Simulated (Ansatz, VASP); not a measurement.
**Two plane-wave programs on CaC2**

```
CELL_PARAMETERS angstrom
-1.83758 1.83758 3.20211
1.83758 -1.83758 3.20211
1.83758 1.83758 -3.20211
ATOMIC_POSITIONS crystal
Ca 0.00000 0.00000 0.00000
C 0.59789 0.59789 0.00000
C 0.40211 0.40211 0.00000
```

Change from the starting cell: strain -0.050 along x and y, +0.000 along z, atoms carried along.

Alike in both runs: task single point; functional LDA; k mesh 10 × 10 × 10; occupations gaussian, width 0.05 eV; no spin polarisation.

|  | VASP | Ansatz |
| --- | --- | --- |
| version | VASP 6.6.1 | Ansatz 0.2.0 |
| potentials or method | VASP PAW LDA potentials, release 64 (Ca_sv, C_h), cutoff 910 eV | scalar-relativistic, plane waves, PAW |
| valence electrons in the cell | 18 | 18 |

```csv
,VASP,Ansatz,Ansatz less VASP
gap on the k mesh at the Fermi level (eV),0.62,0.63,+0.011
least direct gap on the mesh (eV),1.85,1.86,+0.011
rms of the force components (eV/Å),0.021,0.042,+0.0207
```

LDA's correlation is that of Perdew and Zunger in VASP and of Perdew and Wang (1992) in Ansatz. Atom by atom the forces differ by 0.021 eV/Å (rms over components).

Noted on VASP's run: the cutoff is short for stress, so the pressure is rough.
